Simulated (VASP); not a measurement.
# InSe (C2/m) in VASP: notebook

Runs on InSe. Level: PBEsol. Tasks: single point.

Everything below comes from runs of VASP 6.6.1. Logs are shortened: lines on timing, memory, paths and dates and some standing lists are left out, and cuts for length are marked.

## (1) The cell of the first run

Symmetry: C2/m, No. 12, monoclinic system. Conventional cell: a = 12.088 Å, b = 4.233 Å, c = 4.627 Å, α = 90.00°, β = 110.86°, γ = 90.00°. Within 3.6 Å of In (site symmetry m) lie 5 Se at 2.63 to 3.55 Å and 1 In at 2.82 Å. Se (site symmetry m) has 5 In at 2.63 to 3.55 Å and 3 Se at 3.60 to 3.62 Å within 3.7 Å.

## (2) Single point, PBEsol (equal xx and yy strain of +3 %)

INCAR

```
SYSTEM = InSe
  PREC = Accurate
  ENCUT = 520
  EDIFF = 1E-6
  ISMEAR = -1
  SIGMA = 0.02
  LREAL = .FALSE.
  LASPH = .TRUE.
  NELM = 60
  ALGO = Normal
  ISIF = 2
  LWAVE = .FALSE.
  LCHARG = .FALSE.
  GGA = PS
  NBANDS = 27
```

KPOINTS

```
Automatic mesh
0
G
  7 7 6
  0 0 0
```

POSCAR

```
InSe
1.0
    6.0439397569     -2.1166500000      0.0000000000
    6.0439397569      2.1166500000      0.0000000000
   -1.6473981671      0.0000000000      4.3236564064
In Se
2 2
Direct
    0.8840000000      0.8840000000      0.0050000000
    0.1160000000      0.1160000000      0.9950000000
    0.6600000000      0.6600000000      0.6420000000
    0.3400000000      0.3400000000      0.3580000000
```

Potentials or basis: VASP PAW PBE potentials, release 64 (In_d, Se).

Command:

```sh
cat potpaw_PBE.64/In_d/POTCAR potpaw_PBE.64/Se/POTCAR > POTCAR
mpirun -np 1 vasp_std > vasp.out
```

OUTCAR:

```text
SYSTEM = InSe
   PREC = Accurate
   ENCUT = 520
   EDIFF = 1E-6
   ISMEAR = -1
   LREAL = .FALSE.
   LASPH = .TRUE.
   NELM = 60
   ISIF = 2
   GGA = PS

 ion  position               nearest neighbor table
   1  0.884  0.884  0.005-   3 2.63   2 2.82   4 2.84   4 2.84   2 3.86   2 3.86
   2  0.116  0.116  0.995-   4 2.63   1 2.82   3 2.84   3 2.84   1 3.86   1 3.86
   3  0.660  0.660  0.642-   1 2.63   2 2.84   2 2.84
   4  0.340  0.340  0.358-   2 2.63   1 2.84   1 2.84

  LATTYP: Found a base centered monoclinic cell.
 ALAT       =    12.0878795138
 B/A-ratio  =     0.3502103074
 C/A-ratio  =     0.3827693629
 COS(beta)  =    -0.3560502431

  Lattice vectors:

 A1 = (   6.0439397569,  -2.1166500000,   0.0000000000)
 A2 = (   6.0439397569,   2.1166500000,   0.0000000000)
 A3 = (  -1.6473981671,   0.0000000000,   4.3236564064)

Analysis of symmetry for initial positions (statically):
=====================================================================
 Subroutine PRICEL returns:
 Original cell was already a primitive cell.

 Routine SETGRP: Setting up the symmetry group for a
 base centered monoclinic supercell.

 Subroutine GETGRP returns: Found  4 space group operations
 (whereof  4 operations were pure point group operations)
 out of a pool of  4 trial point group operations.

The static configuration has the point symmetry C_2h.

Analysis of symmetry for dynamics (positions and initial velocities):
=====================================================================
 Subroutine PRICEL returns:
 Original cell was already a primitive cell.

 Routine SETGRP: Setting up the symmetry group for a
 base centered monoclinic supercell.

 Subroutine GETGRP returns: Found  4 space group operations
 (whereof  4 operations were pure point group operations)
 out of a pool of  4 trial point group operations.

The dynamic configuration has the point symmetry C_2h.

 Subroutine INISYM returns: Found  4 space group operations
 (whereof  4 operations are pure point group operations),
 and found     1 'primitive' translations

----------------------------------------------------------------------------------------

                                     Primitive cell

  volume of cell :     110.6243

  direct lattice vectors                    reciprocal lattice vectors
     6.043939757 -2.116650000  0.000000000     0.082727496 -0.236222332  0.031520804
     6.043939757  2.116650000  0.000000000     0.082727496  0.236222332  0.031520804
    -1.647398167  0.000000000  4.323656406     0.000000000  0.000000000  0.231285723

  length of vectors
     6.403859384  6.403859384  4.626869940     0.252266506  0.252266506  0.231285723

  position of ions in fractional coordinates (direct lattice)
     0.884000000  0.884000000  0.005000000
     0.116000000  0.116000000  0.995000000
     0.660000000  0.660000000  0.642000000
     0.340000000  0.340000000  0.358000000

  ion indices of the primitive-cell ions
   primitive index   ion index
                 1           1
                 2           2
                 3           3
                 4           4

----------------------------------------------------------------------------------------

 KPOINTS: Automatic mesh

Automatic generation of k-mesh.
 Grid dimensions read from file:
 generate k-points for:    7    7    6

 Generating k-lattice:

  Cartesian coordinates                     Fractional coordinates (reciprocal lattice)
     0.011818214 -0.033746047  0.004502972     0.142857143  0.000000000  0.000000000
     0.011818214  0.033746047  0.004502972     0.000000000  0.142857143  0.000000000
     0.000000000  0.000000000  0.038547621     0.000000000  0.000000000  0.166666667

  Length of vectors
     0.036038072  0.036038072  0.038547621

  Shift w.r.t. Gamma in fractional coordinates (k-lattice)
     0.000000000  0.000000000  0.000000000

 Subroutine IBZKPT returns following result:
 ===========================================

 Found     88 irreducible k-points:

 Following reciprocal coordinates:
            Coordinates               Weight
  0.000000  0.000000  0.000000      1.000000
  0.142857  0.000000 -0.000000      4.000000
  0.285714  0.000000  0.000000      4.000000
  0.428571  0.000000 -0.000000      4.000000
  0.142857  0.142857 -0.000000      2.000000
  0.285714  0.142857  0.000000      4.000000
[... 16 lines left out ...]
 -0.142857 -0.000000  0.166667      4.000000
  0.142857  0.142857  0.166667      2.000000
 [... further k-points ...]
   k-points           NKPTS =     88   k-points in BZ     NKDIM =     88   number of bands    NBANDS=     27
   number of dos      NEDOS =    301   number of ions     NIONS =      4
   total plane-waves  NPLWV =  82944
   dimension x,y,z NGX =    48 NGY =   48 NGZ =   36
   dimension x,y,z NGXF=    96 NGYF=   96 NGZF=   72
   ions per type =               2   2
   NGX,Y,Z   is equivalent  to a cutoff of  12.46, 12.46, 12.93 a.u.
   NGXF,Y,Z  is equivalent  to a cutoff of  24.92, 24.92, 25.87 a.u.
 SYSTEM =  InSe
   PREC   = accura    normal or accurate (medium, high low for compatibility)
   ISTART =      0    job   : 0-new  1-cont  2-samecut
   ICHARG =      2    charge: 1-file 2-atom 10-const
   ISPIN  =      1    spin polarized calculation?
   LNONCOLLINEAR =      F non collinear calculations
   LSORBIT =      F    spin-orbit coupling
   LASPH  =      T    aspherical Exc in radial PAW
   ENCUT  =  520.0 eV  38.22 Ry    6.18 a.u.  11.91 11.91  8.60*2*pi/ulx,y,z
   NELM   =     60;   NELMIN=  2; NELMDL= -5     # of ELM steps
   EDIFF  = 0.1E-05   stopping-criterion for ELM
   LREAL  =      F    real-space projection
   EDIFFG = 0.1E-04   stopping-criterion for IOM
   NSW    =      0    number of steps for IOM
   IBRION =     -1    ionic relax: 0-MD 1-quasi-New 2-CG
   NFREE  =      0    steps in history (QN), initial steepest desc. (CG)
   ISIF   =      2    stress and relaxation
   ISYM   =      2    0-nonsym 1-usesym 2-fastsym
   POTIM  = 0.5000    time-step for ionic-motion
   TEBEG  =    0.0;   TEEND  =   0.0 temperature during run
   PSTRESS=    0.0 pullay stress
   NELECT =      38.0000    total number of electrons
   NUPDOWN=      -1.0000    fix difference up-down
   EMIN   =  10.00;   EMAX   =-10.00  energy-range for DOS
   EFERMI =   0.00;   METHOD = LEGACY
   ISMEAR =    -1;   SIGMA  =   0.02  broadening in eV -4-tet -1-fermi 0-gaus
   EFERMI_NEDOS =   21; number of points for ismear=-14 and -15
   IALGO  =     38    algorithm
   IMIX   =      4    mixing-type and parameters
     AMIX     =   0.40;   BMIX     =  1.00
     AMIX_MAG =   1.60;   BMIX_MAG =  1.00
  volume/ion in A,a.u.               =      27.66       186.63
  Fermi-wavevector in a.u.,A,eV,Ry     =   1.146531  2.166630 17.885321  1.314534
  Thomas-Fermi vector in A             =   2.283215
   LORBIT       =      0    0 simple, 1 ext, 2 COOP (PROOUT), +10 PAW based schemes
   GGA     = PS    functional components
   LHFCALC =     F    Hartree Fock is set to
   AEXX    =    0.0000 exact exchange contribution
   IVDW    =     0    specifies the selected vdW correction
   LEPSILON=     F    determine dielectric tensor
   LRPA    =     F    only Hartree local field effects (RPA)
 non-spin polarized calculation
  energy-cutoff  :      520.00
  volume of cell :      110.62
 maximum number of plane-waves:      2999
   NGX = 23   NGY = 23   NGZ = 17

 number of electron      38.0000004 magnetization

 Free energy of the ion-electron system (eV)
  ---------------------------------------------------
  ext. energy  EPLUGINS =         0.00000000
  ---------------------------------------------------
  free energy    TOTEN  =       -15.38570890 eV

  energy without entropy =      -15.38570889  energy(sigma->0) =      -15.38570890

 E-fermi :   4.4835     XC(G=0):  -9.5020

 val. band max:        4.1457838737   @ k =  -0.2857  -0.2857   0.3333
 cond. band min:       4.8228111738   @ k =   0.4286   0.4286   0.0000
 fundamental gap:      0.6770273001
 Fermi energy:         4.4834964103

 k-point     1 :       0.0000    0.0000    0.0000
  band No.  band energies     occupation
      1     -10.3121      2.00000
      2     -10.2776      2.00000
      3     -10.0369      2.00000
      4     -10.0306      2.00000
      5      -9.9990      2.00000
      6      -9.9966      2.00000
[... 19 lines left out ...]
     26      11.0279      0.00000
     27      12.6907      0.00000

 k-point     2 :       0.1429    0.0000   -0.0000
  band No.  band energies     occupation
      1     -10.3136      2.00000
      2     -10.2678      2.00000
      3     -10.0646      2.00000
      4     -10.0263      2.00000
      5     -10.0095      2.00000
      6      -9.9880      2.00000
[... 19 lines left out ...]
     26      10.9345      0.00000
     27      12.3862      0.00000

 k-point     3 :       0.2857    0.0000    0.0000
  band No.  band energies     occupation
      1     -10.3130      2.00000
      2     -10.2552      2.00000
      3     -10.1015      2.00000
      4     -10.0433      2.00000
      5     -10.0096      2.00000
      6      -9.9927      2.00000
[... 19 lines left out ...]
     26      11.2877      0.00000
     27      11.9577      0.00000

 k-point     4 :       0.4286    0.0000   -0.0000
  band No.  band energies     occupation
      1     -10.3104      2.00000
      2     -10.2558      2.00000
      3     -10.1022      2.00000
      4     -10.0768      2.00000
      5     -10.0014      2.00000
      6      -9.9991      2.00000
[... 19 lines left out ...]
     26      11.7361      0.00000
     27      12.3588      0.00000
[... 516 lines left out ...]
      4     -10.0583      2.00000
      5     -10.0069      2.00000
      6      -9.9893      2.00000
[... 19 lines left out ...]
     26      11.4267      0.00000
     27      11.7211      0.00000

 k-point    23 :      -0.1429   -0.0000    0.1667
  band No.  band energies     occupation
      1     -10.3129      2.00000
      2     -10.2718      2.00000
      3     -10.0673      2.00000
      4     -10.0272      2.00000
      5     -10.0143      2.00000
      6      -9.9879      2.00000
[... 19 lines left out ...]
     26      10.7887      0.00000
     27      12.2627      0.00000

 k-point    24 :       0.1429    0.1429    0.1667
  band No.  band energies     occupation
      1     -10.3358      2.00000
      2     -10.2436      2.00000
      3     -10.0536      2.00000
      4     -10.0261      2.00000
      5     -10.0012      2.00000
      6      -9.9952      2.00000
[... 19 lines left out ...]
     26      10.5832      0.00000
     27      11.6379      0.00000

 [... further k-points ...]

------------------------ aborting loop because EDIFF is reached ----------------------------------------

  FORCE on cell =-STRESS in cart. coord.  units (eV):
  Direction    XX          YY          ZZ          XY          YZ          ZX
  --------------------------------------------------------------------------------------
  -------------------------------------------------------------------------------------
  Total       -1.9156720     -2.9331449     -1.8683528      0.0000000      0.0000000      1.2068851
  in kB      -27.7447868    -42.4809050    -27.0594592      0.0000000      0.0000000     17.4793860
  external PRESSURE =     -32.4283837 kB  Pullay stress =       0.0000000 kB

 VOLUME and BASIS-vectors are now :
 -----------------------------------------------------------------------------
  energy-cutoff  :      520.00
  volume of cell :      110.62
      direct lattice vectors                 reciprocal lattice vectors
     6.043939757 -2.116650000  0.000000000     0.082727496 -0.236222332  0.031520804
     6.043939757  2.116650000  0.000000000     0.082727496  0.236222332  0.031520804
    -1.647398167  0.000000000  4.323656406     0.000000000  0.000000000  0.231285723

 POSITION                                       TOTAL-FORCE (eV/Angst)
 -----------------------------------------------------------------------------------
     10.67745      0.00000      0.02162        -0.273574      0.000000      0.415940
     -0.23697      0.00000      4.30204         0.273574      0.000000     -0.415940
      6.92037      0.00000      2.77579        -0.563417      0.000000      0.205946
      3.52011      0.00000      1.54787         0.563417      0.000000     -0.205946
 -----------------------------------------------------------------------------------
    total drift:                               -0.000000     -0.000000      0.000000

  FREE ENERGIE OF THE ION-ELECTRON SYSTEM (eV)
  ---------------------------------------------------
  free  energy   TOTEN  =       -15.3857088952 eV

  energy  without entropy=      -15.3857088948  energy(sigma->0) =      -15.38570890
```

Wall time 3.9 min (1 thread of Intel Xeon Platinum 8488C (Sapphire Rapids), shared host); peak memory 0.41 GiB.

What came out:

```yaml
Free_energy: -15.3857 eV
Pressure: -3.2 GPa
Largest_force: 0.600 eV/Å
Band_gap_on_the_k_mesh: 0.68 eV (least direct gap 1.10 eV)
```

Forces on the atoms (eV/Å):
```
In  -0.274  0.000  0.416
In   0.274  0.000 -0.416
Se  -0.563  0.000  0.206
Se   0.563  0.000 -0.206
```

Stress tensor (GPa, compression positive):
```
-2.77  0.00  1.75
 0.00 -4.25  0.00
 1.75  0.00 -2.71
```

Caveat: the cell differs from its parent crystal (equal xx and yy strain of +3 %); the cell stands under tension; the PAW data sets were made with another functional, which shifts forces and pressure a little; spin-orbit coupling is left out, which moves the levels of the heavy elements; an odd mesh through Γ misses points on the zone boundary, where band edges can lie.

(Part 1 of 2 ends here.)
